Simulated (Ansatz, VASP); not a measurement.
## Two plane-wave programs on ZnS

File INCAR:

```
PREC = Accurate
ENCUT = 520
EDIFF = 1E-6
ISMEAR = 0
SIGMA = 0.05
LREAL = False
LASPH = True
NELM = 80
ALGO = Normal
ISIF = 2
LWAVE = False
LCHARG = True
GGA = PS
LELF = True
LVHAR = True
NBANDS = 26
```

KPOINTS

```
regular mesh
0
Gamma
  9 9 6
```

POSCAR

```
ZnS
1.0
    3.4800645853      0.0000000000      0.0000000000
   -1.7400322927      3.0138243377      0.0000000000
    0.0000000000      0.0000000000      6.4509957218
Zn S
2 2
Direct
    0.3333333333      0.6666666667      0.0054424479
    0.6666666667      0.3333333333      0.5054424479
    0.3333333333      0.6666666667      0.3795575521
    0.6666666667      0.3333333333      0.8795575521
```

Input for Ansatz:

```yaml
crystal:
  lattice:
    - [3.4800645853, 0.0, 0.0]
    - [-1.7400322927, 3.0138243377, 0.0]
    - [0.0, 0.0, 6.4509957218]
  atoms:
    - { symbol: Zn, position: [0.3333333333, 0.6666666667, 0.0054424479] }
    - { symbol: Zn, position: [0.6666666667, 0.3333333333, 0.5054424479] }
    - { symbol: S, position: [0.3333333333, 0.6666666667, 0.3795575521] }
    - { symbol: S, position: [0.6666666667, 0.3333333333, 0.8795575521] }
basis:
  ecutwfc: 520.0
kpoints:
  mp_grid: { grid: [9, 9, 6] }
hamiltonian:
  xc: pbesol
  pseudopotentials: { kind: paw }
scf:
  occupations: { method: gaussian, width: 0.05 }
output:
  forces: true
  stress: true
  eigenvalues: true
```

Alike in both runs: task single point; functional PBEsol; k mesh 9 × 9 × 6; occupations gaussian, width 0.05 eV; no spin polarisation.

|  | VASP | Ansatz |
| --- | --- | --- |
| version | VASP 6.6.1 | Ansatz 0.2.0 |
| potentials or method | VASP PAW PBE potentials, release 64 (Zn, S), cutoff 520 eV | scalar-relativistic, plane waves, PAW |
| valence electrons in the cell | 36 | 36 |

|  | VASP | Ansatz | Ansatz less VASP |
| --- | --- | --- | --- |
| gap on the k mesh at the Fermi level (eV) | 1.91 | 1.90 | -0.011 |
| least direct gap on the mesh (eV) | 1.91 | 1.90 | -0.011 |
| pressure (GPa) | 16.0 | 15.6 | -0.34 |
| traceless stress, the component that is largest in VASP (GPa) | -16.16 | -16.13 | +0.036 |
| rms of the force components (eV/Å) | 0.718 | 0.712 | -0.0059 |

VASP's potentials were made for PBE, not for PBEsol. Atom by atom the forces differ by 0.006 eV/Å (rms over components).
